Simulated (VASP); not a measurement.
# BAs (I-4m2) in VASP: further runs

The runs below take BAs through single point, with PBE.

Everything below comes from runs of VASP 6.6.1. Logs are shortened: lines on timing, memory, paths and dates and some standing lists are left out, and cuts for length are marked.

### 1 The cell of the first run

Symmetry: I-4m2, No. 119, tetragonal system. Conventional cell: a = 3.264 Å, b = 3.264 Å, c = 4.424 Å, α = 90.00°, β = 90.00°, γ = 90.00°. B (site symmetry -4m2) has 4 As at 1.97 Å within 2.6 Å. As (site symmetry -4m2) has 4 B at 1.97 Å within 2.6 Å.

### 2 Single point, PBE (strain -0.040 along x and y, -0.080 along z)

Input file INCAR:

```
SYSTEM = BAs
PREC = Accurate
ENCUT = 520
EDIFF = 1E-6
ISMEAR = 0
SIGMA = 0.05
LREAL = .False.
LASPH = .True.
NELM = 100
ALGO = Normal
ISIF = 2
LWAVE = .False.
LCHARG = .False.
GGA = PE
NBANDS = 11
```

Input file KPOINTS:

```
Automatic mesh
0
Gamma
  10 10 10
  0 0 0
```

Input file POSCAR:

```
BAs
1.0
    0.0000000000      2.3082347151      2.2120582687
    2.3082347151      0.0000000000      2.2120582687
    2.3082347151      2.3082347151      0.0000000000
B As
1 1
Direct
    0.0000000000      0.0000000000      0.0000000000
    0.7500000000      0.7500000000      0.7500000000
```

Potentials or basis: VASP PAW PBE potentials, release 64 (B, As).

Command:

```bash
cat potpaw_PBE.64/B/POTCAR potpaw_PBE.64/As/POTCAR > POTCAR
mpirun -np 1 vasp_std > vasp.out
```

OUTCAR:

```text
SYSTEM = BAs
   PREC = Accurate
   ENCUT = 520
   EDIFF = 1E-6
   ISMEAR = 0
   LREAL = .False.
   LASPH = .True.
   NELM = 100
   ISIF = 2
   GGA = PE

 ion  position               nearest neighbor table
   1  0.000  0.000  0.000-   2 1.97   2 1.97   2 1.97   2 1.97
   2  0.750  0.750  0.750-   1 1.97   1 1.97   1 1.97   1 1.97

  LATTYP: Found a body centered tetragonal cell.
 ALAT       =     3.2643368392
 C/A-ratio  =     1.3552879973

  Lattice vectors:

 A1 = (   0.0000000000,  -2.3082347151,  -2.2120582687)
 A2 = (   0.0000000000,   2.3082347151,  -2.2120582687)
 A3 = (   2.3082347151,   0.0000000000,   2.2120582687)

Analysis of symmetry for initial positions (statically):
=====================================================================
 Subroutine PRICEL returns:
 Original cell was already a primitive cell.

 Routine SETGRP: Setting up the symmetry group for a
 body centered tetragonal supercell.

 Subroutine GETGRP returns: Found  8 space group operations
 (whereof  8 operations were pure point group operations)
 out of a pool of 16 trial point group operations.

The static configuration has the point symmetry D_2d.

Analysis of symmetry for dynamics (positions and initial velocities):
=====================================================================
 Subroutine PRICEL returns:
 Original cell was already a primitive cell.

 Routine SETGRP: Setting up the symmetry group for a
 body centered tetragonal supercell.

 Subroutine GETGRP returns: Found  8 space group operations
 (whereof  8 operations were pure point group operations)
 out of a pool of 16 trial point group operations.

The dynamic configuration has the point symmetry D_2d.

 Subroutine INISYM returns: Found  8 space group operations
 (whereof  8 operations are pure point group operations),
 and found     1 'primitive' translations

----------------------------------------------------------------------------------------

                                     Primitive cell

  volume of cell :      23.5715

  direct lattice vectors                    reciprocal lattice vectors
     0.000000000  2.308234715  2.212058269    -0.216615753  0.216615753  0.226033829
     2.308234715  0.000000000  2.212058269     0.216615753 -0.216615753  0.226033829
     2.308234715  2.308234715  0.000000000     0.216615753  0.216615753 -0.226033829

  length of vectors
     3.197053219  3.197053219  3.264336839     0.380704689  0.380704689  0.380704689

  position of ions in fractional coordinates (direct lattice)
     0.000000000  0.000000000  0.000000000
     0.750000000  0.750000000  0.750000000

[... 81 lines left out ...]
   NFREE  =      0    steps in history (QN), initial steepest desc. (CG)
   ISIF   =      2    stress and relaxation
   ISYM   =      2    0-nonsym 1-usesym 2-fastsym
   POTIM  = 0.5000    time-step for ionic-motion
   TEBEG  =    0.0;   TEEND  =   0.0 temperature during run
   PSTRESS=    0.0 pullay stress
   NELECT =       8.0000    total number of electrons
   NUPDOWN=      -1.0000    fix difference up-down
   EMIN   =  10.00;   EMAX   =-10.00  energy-range for DOS
   EFERMI =   0.00;   METHOD = LEGACY
   ISMEAR =     0;   SIGMA  =   0.05  broadening in eV -4-tet -1-fermi 0-gaus
   EFERMI_NEDOS =   21; number of points for ismear=-14 and -15
   IALGO  =     38    algorithm
   IMIX   =      4    mixing-type and parameters
     AMIX     =   0.40;   BMIX     =  1.00
     AMIX_MAG =   1.60;   BMIX_MAG =  1.00
  volume/ion in A,a.u.               =      11.79        79.53
  Fermi-wavevector in a.u.,A,eV,Ry     =   1.141938  2.157951 17.742313  1.304023
  Thomas-Fermi vector in A             =   2.278637
   LORBIT       =      0    0 simple, 1 ext, 2 COOP (PROOUT), +10 PAW based schemes
   GGA     = PE    functional components
   LHFCALC =     F    Hartree Fock is set to
   AEXX    =    0.0000 exact exchange contribution
   IVDW    =     0    specifies the selected vdW correction
   LEPSILON=     F    determine dielectric tensor
   LRPA    =     F    only Hartree local field effects (RPA)
 non-spin polarized calculation
 Gauss-broadening in eV      SIGMA  =   0.05
  energy-cutoff  :      520.00
  volume of cell :       23.57
 maximum number of plane-waves:       648
   NGX = 11   NGY = 11   NGZ = 13

 number of electron       7.9999999 magnetization

 Free energy of the ion-electron system (eV)
  ---------------------------------------------------
  ext. energy  EPLUGINS =         0.00000000
  ---------------------------------------------------
  free energy    TOTEN  =       -11.01938514 eV

  energy without entropy =      -11.01938514  energy(sigma->0) =      -11.01938514

 E-fermi :   8.2735     XC(G=0): -11.2261

 val. band max:        8.1127710334   @ k =   0.0000   0.0000   0.0000
 cond. band min:       8.4394208877   @ k =   0.4000   0.4000   0.0000
 fundamental gap:      0.3266498543
 Fermi energy:         8.2735065301

 k-point     1 :       0.0000    0.0000    0.0000
  band No.  band energies     occupation
      1      -8.9825      2.00000
      2       7.6886      2.00000
      3       7.6886      2.00000
      4       8.1128      1.99999
      5      11.1360      0.00000
      6      11.4152      0.00000
      7      11.4152      0.00000
      8      14.4056      0.00000
      9      18.2099      0.00000
     10      20.7568      0.00000
     11      21.9059      0.00000
[... 309 lines left out ...]
 k-point    24 :       0.4000    0.3000    0.0000
  band No.  band energies     occupation
      1      -5.7719      2.00000
      2       1.1602      2.00000
      3       3.1429      2.00000
      4       3.5151      2.00000
      5       9.0477      0.00000
      6      10.9801      0.00000
      7      17.7711      0.00000
      8      17.7838      0.00000
      9      21.5258      0.00000
     10      24.4528      0.00000
     11      25.8255      0.00000

 [... further k-points ...]
[... 5 lines left out ...]
  --------------------------------------------------------------------------------------
  -------------------------------------------------------------------------------------
  Total        4.2142931      4.2142931      5.5350598      0.0000000      0.0000000      0.0000000
  in kB      286.4499994    286.4499994    376.2239217      0.0000000      0.0000000      0.0000000
  external PRESSURE =     316.3746402 kB  Pullay stress =       0.0000000 kB

 VOLUME and BASIS-vectors are now :
 -----------------------------------------------------------------------------
  energy-cutoff  :      520.00
  volume of cell :       23.57
      direct lattice vectors                 reciprocal lattice vectors
     0.000000000  2.308234715  2.212058269    -0.216615753  0.216615753  0.226033829
     2.308234715  0.000000000  2.212058269     0.216615753 -0.216615753  0.226033829
     2.308234715  2.308234715  0.000000000     0.216615753  0.216615753 -0.226033829

 POSITION                                       TOTAL-FORCE (eV/Angst)
 -----------------------------------------------------------------------------------
      0.00000      0.00000      0.00000        -0.000000     -0.000000     -0.000000
      3.46235      3.46235      3.31809         0.000000      0.000000      0.000000
 -----------------------------------------------------------------------------------
    total drift:                               -0.000000     -0.000000      0.000000

  FREE ENERGIE OF THE ION-ELECTRON SYSTEM (eV)
  ---------------------------------------------------
  free  energy   TOTEN  =       -11.0193851430 eV

  energy  without entropy=      -11.0193851411  energy(sigma->0) =      -11.01938514
```

Run time: 12 s. Hardware: 1 thread of AMD EPYC 9R45 (Zen 5), shared host; peak memory 0.13 GiB.

What came out:

```
Free energy            : -11.0194 eV
Pressure               : 31.6 GPa
Band gap on the k mesh : 0.33 eV, indirect (least direct gap 3.02 eV)
```

Stress tensor (GPa, compression positive):
```
28.64  0.00  0.00
 0.00 28.64  0.00
 0.00  0.00 37.62
```

Levels at points of the mesh, in eV from the valence-band top:
```csv
k point,band 1,band 2,band 3,band 4,band 5,band 6,band 7,band 8
"(0.00, 0.00, 0.00)",-17.10,-0.42,-0.42,0.00,3.02,3.30,3.30,6.29
"(0.50, 0.00, 0.00)",-13.66,-10.21,-2.64,-2.08,3.15,4.43,5.06,8.85
"(0.50, 0.50, 0.00)",-11.82,-9.40,-5.30,-5.30,0.58,0.60,12.51,12.51
"(0.50, 0.00, 0.50)",-12.25,-9.81,-4.88,-4.80,1.12,1.23,12.05,12.85
```

Caveat: the cell differs from its parent crystal (strain -0.040 along x and y, -0.080 along z). A k mesh can miss the band edges.

### 3 Single point, PBE (strain -0.080 along x and y, +0.040 along z)

INCAR is that of step 2.

KPOINTS is that of step 2.

Input file POSCAR:

```
BAs
1.0
    0.0000000000      2.2120582687      2.5005876081
    2.2120582687      0.0000000000      2.5005876081
    2.2120582687      2.2120582687      0.0000000000
B As
1 1
Direct
    0.0000000000      0.0000000000      0.0000000000
    0.7500000000      0.7500000000      0.7500000000
```

Potentials or basis: VASP PAW PBE potentials, release 64 (B, As).

Command:

```bash
cat potpaw_PBE.64/B/POTCAR potpaw_PBE.64/As/POTCAR > POTCAR
mpirun -np 1 vasp_std > vasp.out
```

OUTCAR:

```text
SYSTEM = BAs
   PREC = Accurate
   ENCUT = 520
   EDIFF = 1E-6
   ISMEAR = 0
   LREAL = .False.
   LASPH = .True.
   NELM = 100
   ISIF = 2
   GGA = PE

 ion  position               nearest neighbor table
   1  0.000  0.000  0.000-   2 2.00   2 2.00   2 2.00   2 2.00
   2  0.750  0.750  0.750-   1 2.00   1 2.00   1 2.00   1 2.00

  LATTYP: Found a body centered tetragonal cell.
 ALAT       =     3.1283228044
 C/A-ratio  =     1.5986762009

  Lattice vectors:

 A1 = (  -2.2120582687,   0.0000000000,   2.5005876081)
 A2 = (   2.2120582687,   0.0000000000,   2.5005876081)
 A3 = (   0.0000000000,   2.2120582687,  -2.5005876081)

Analysis of symmetry for initial positions (statically):
=====================================================================
 Subroutine PRICEL returns:
 Original cell was already a primitive cell.

 Routine SETGRP: Setting up the symmetry group for a
 body centered tetragonal supercell.

 Subroutine GETGRP returns: Found  8 space group operations
 (whereof  8 operations were pure point group operations)
 out of a pool of 16 trial point group operations.

The static configuration has the point symmetry D_2d.

Analysis of symmetry for dynamics (positions and initial velocities):
[... 164 lines left out ...]
 fundamental gap:      0.0691121156
 Fermi energy:         7.8941033608

 k-point     1 :       0.0000    0.0000    0.0000
  band No.  band energies     occupation
      1      -9.0469      2.00000
      2       6.4063      2.00000
      3       7.8677      1.54530
      4       7.8677      1.54529
      5      10.6483      0.00000
      6      10.6483      0.00000
      7      11.4101      0.00000
      8      13.2012      0.00000
      9      17.5894      0.00000
     10      18.6003      0.00000
     11      19.7587      0.00000
[... 309 lines left out ...]
 k-point    24 :       0.4000    0.3000    0.0000
  band No.  band energies     occupation
      1      -6.5146      2.00000
      2      -0.1643      2.00000
      3       3.4624      2.00000
      4       4.3490      2.00000
      5      10.1378      0.00000
      6      11.7154      0.00000
      7      16.6914      0.00000
      8      17.2329      0.00000
      9      19.4292      0.00000
     10      23.8825      0.00000
     11      24.6860      0.00000

 [... further k-points ...]
[... 5 lines left out ...]
  --------------------------------------------------------------------------------------
  -------------------------------------------------------------------------------------
  Total        5.1302251      5.1302251      0.1013280      0.0000000     -0.0000000      0.0000000
  in kB      335.8781902    335.8781902      6.6339890      0.0000000     -0.0000000      0.0000000
  external PRESSURE =     226.1301231 kB  Pullay stress =       0.0000000 kB

 VOLUME and BASIS-vectors are now :
 -----------------------------------------------------------------------------
  energy-cutoff  :      520.00
  volume of cell :       24.47
      direct lattice vectors                 reciprocal lattice vectors
     0.000000000  2.212058269  2.500587608    -0.226033829  0.226033829  0.199953002
     2.212058269  0.000000000  2.500587608     0.226033829 -0.226033829  0.199953002
     2.212058269  2.212058269  0.000000000     0.226033829  0.226033829 -0.199953002

 POSITION                                       TOTAL-FORCE (eV/Angst)
 -----------------------------------------------------------------------------------
      0.00000      0.00000      0.00000         0.000000      0.000000     -0.000000
      3.31809      3.31809      3.75088        -0.000000     -0.000000      0.000000
 -----------------------------------------------------------------------------------
    total drift:                                0.000000      0.000000      0.000001

  FREE ENERGIE OF THE ION-ELECTRON SYSTEM (eV)
  ---------------------------------------------------
  free  energy   TOTEN  =       -10.9971720107 eV

  energy  without entropy=      -10.9970748965  energy(sigma->0) =      -10.99712345
```

Run time: 16 s. Hardware: 1 thread of AMD EPYC 9R45 (Zen 5), shared host; peak memory 0.14 GiB.

What came out:

```yaml
Free_energy: -10.9972 eV
Pressure: 22.6 GPa
Band_gap_on_the_k_mesh: 0.07 eV, indirect (least direct gap 2.78 eV)
```

Levels at points of the mesh, in eV from the valence-band top:
```csv
k point,band 1,band 2,band 3,band 4,band 5,band 6,band 7,band 8,band 9
"(0.00, 0.00, 0.00)",-16.91,-1.46,0.00,0.00,2.78,2.78,3.54,5.33,9.72
"(0.50, 0.00, 0.00)",-13.60,-10.08,-3.34,-1.60,1.79,4.99,5.05,8.75,12.58
"(0.50, 0.50, 0.00)",-12.93,-10.32,-4.11,-4.11,1.82,2.07,11.80,11.80,12.28
"(0.50, 0.00, 0.50)",-11.71,-9.25,-5.51,-5.25,0.32,0.38,10.32,12.20,13.03
```

Caveat: the cell differs from its parent crystal (strain -0.080 along x and y, +0.040 along z). A k mesh can miss the band edges.

[end of part 1 of 2]
